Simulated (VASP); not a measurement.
The system is CuAu.

```
CELL_PARAMETERS angstrom
1.44306 0.83315 4.25617
-1.44306 0.83315 4.25617
0.00000 -1.66630 4.25617
ATOMIC_POSITIONS crystal
Au 0.00000 0.00000 0.00000
Cu 0.50000 0.50000 0.50000
```

Base run:

```yaml
Program: VASP 6.6.1
Functional: PBE
Potentials_or_basis: VASP PAW PBE potentials, release 64 (Au, Cu)
Cutoff: 520 eV
k_mesh: 11 × 11 × 11
Occupations: fermi-dirac, width 0.05 eV
Spin: no spin polarisation
```

Its results: band gap on the k mesh zero (band 11 reaches 10.10 eV, above the bottom of band 12 at 5.92 eV); pressure -1.2 GPa.

Task: The run is repeated on the same cell with these changes: functional from PBE to PBEsol. What comes out?

Result: Band gap on the k mesh zero (band 11 reaches 9.88 eV, above the bottom of band 12 at 5.73 eV); pressure -7.9 GPa.

PBEsol binds more tightly than PBE, so the same cell stands under less pressure.

Caveats: spin-orbit coupling is left out, which moves the levels of the heavy elements; the PAW data sets were made with another functional, which shifts forces and pressure a little (some runs).
